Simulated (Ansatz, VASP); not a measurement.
**Two plane-wave programs on C**

The input INCAR:

```
SYSTEM = C
  ALGO = Normal
  EDIFF = 1E-6
  ENCUT = 520
  GGA = PS
  ISIF = 2
  ISMEAR = 0
  IVDW = 12
  LASPH = .True.
  LCHARG = .False.
  LREAL = .False.
  LWAVE = .False.
  NBANDS = 11
  NELM = 80
  PREC = Accurate
  SIGMA = 0.15
```

The input KPOINTS:

```
k-points
0
Gamma
  21 21 12
  0 0 0
```

POSCAR

```
C
1.0
    2.4780568104      0.0000000000      0.0000000000
   -1.2390284052      2.1460601498      0.0000000000
    0.0000000000      0.0000000000      3.5587769439
C
2
Direct
    0.3427300877      0.6854601753      0.0000000000
    0.6572699123      0.3145398247      0.0000000000
```

Input for Ansatz:

```yaml
crystal:
  lattice:
    - [2.4780568104, 0.0, 0.0]
    - [-1.2390284052, 2.1460601498, 0.0]
    - [0.0, 0.0, 3.5587769439]
  atoms:
    - { symbol: C, position: [0.3427300877, 0.6854601753, 0.0] }
    - { symbol: C, position: [0.6572699123, 0.3145398247, 0.0] }
basis:
  ecutwfc: 520.0
kpoints:
  mp_grid: { grid: [21, 21, 12] }
hamiltonian:
  xc: pbesol
  pseudopotentials: { kind: paw, azcp: { folder: soft_1 } }
  dispersion: d3bj
scf:
  occupations: { method: gaussian, width: 0.15 }
output:
  forces: true
  stress: true
  eigenvalues: true
```

Change from the starting cell: mode 6 frozen in at +0.040 Å, equal normal strain along x, y and z +0.0083.

Alike in both runs: task single point; functional PBEsol; dispersion D3(BJ); k mesh 21 × 21 × 12; occupations gaussian, width 0.15 eV; no spin polarisation.

```csv
,VASP,Ansatz
version,VASP 6.6.1,Ansatz 0.2.0
potentials or method,"VASP PAW PBE potentials, release 64 (C), cutoff 520 eV","scalar-relativistic, plane waves, PAW"
valence electrons in the cell,8,8
```

```csv
,VASP,Ansatz,Ansatz less VASP
gap on the k mesh at the Fermi level (eV),none,none,-
pressure (GPa),-3.1,-3.7,-0.62
"traceless stress, the component that is largest in VASP (GPa)",-9.56,-9.73,-0.173
rms of the force components (eV/Å),2.644,2.635,-0.0090
```

VASP's potentials were made for PBE, not for PBEsol, and Ansatz warns of the same on its side. Atom by atom the forces differ by 0.009 eV/Å (rms over components). A gap of «none» marks a metal or a gap that the smearing closes.
